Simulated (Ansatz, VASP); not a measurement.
**Au in VASP and in Ansatz**

INCAR

```
SYSTEM = Au
PREC = Accurate
ENCUT = 520
EDIFF = 1E-7
ISMEAR = 0
SIGMA = 0.1
LREAL = .False.
LASPH = .True.
NELM = 60
ALGO = Fast
ISIF = 2
LWAVE = .False.
LCHARG = .False.
GGA = PE
NBANDS = 18
```

File KPOINTS:

```
regular mesh
0
Gamma
  8 6 23
  0 0 0
```

The input POSCAR:

```
Au
1.0
    4.2141369761      0.0000117233     -0.0242139141
    0.0000165792      5.9597852503      0.0057708567
   -2.1153756098      1.4913410941      1.4555028431
Au
2
Direct
    0.0000000000      0.5000000000      0.0000000000
    0.0000000000      0.0000000000      0.0000000000
```

Input for Ansatz:

```yaml
crystal:
  lattice:
    - [4.2141369761, 1.17233e-05, -0.0242139141]
    - [1.65792e-05, 5.9597852503, 0.0057708567]
    - [-2.1153756098, 1.4913410941, 1.4555028431]
  atoms:
    - { symbol: Au, position: [0.0, 0.5, 0.0] }
    - { symbol: Au, position: [0.0, 0.0, 0.0] }
basis:
  ecutwfc: 420
kpoints:
  mp_grid: { grid: [8, 6, 23] }
hamiltonian:
  xc: pbe
scf:
  occupations: { method: gaussian, width: 0.1 }
output:
  forces: true
  stress: true
  eigenvalues: true
  write_density: true
  write_potential: true
  elf: true
  volumetric_format: npy
```

Change from the starting cell: band edges of the strained film's bulk.

Alike in both runs: task single point; functional PBE; k mesh 8 × 6 × 23; occupations gaussian, width 0.1 eV; no spin polarisation.

```csv
,VASP,Ansatz
version,VASP 6.6.1,Ansatz 0.2.0
potentials or method,"VASP PAW PBE potentials, release 64 (Au), cutoff 520 eV","scalar-relativistic, plane waves, PAW"
valence electrons in the cell,22,38
```

Ansatz gave:

- gap on the k mesh at the Fermi level (eV): none
- pressure (GPa): -0.9
- traceless stress, the component that is largest in VASP (GPa): 0.86

Question: Estimate VASP's values.

Answer: gap on the k mesh at the Fermi level (eV): none; pressure (GPa): -1.1; traceless stress, the component that is largest in VASP (GPa): 0.85.

A gap of «none» marks a metal or a gap that the smearing closes. VASP's potentials hold 22 valence electrons a cell and Ansatz's 38, so a difference there can come from the potentials and not from the codes.

Spin-orbit coupling is off throughout.
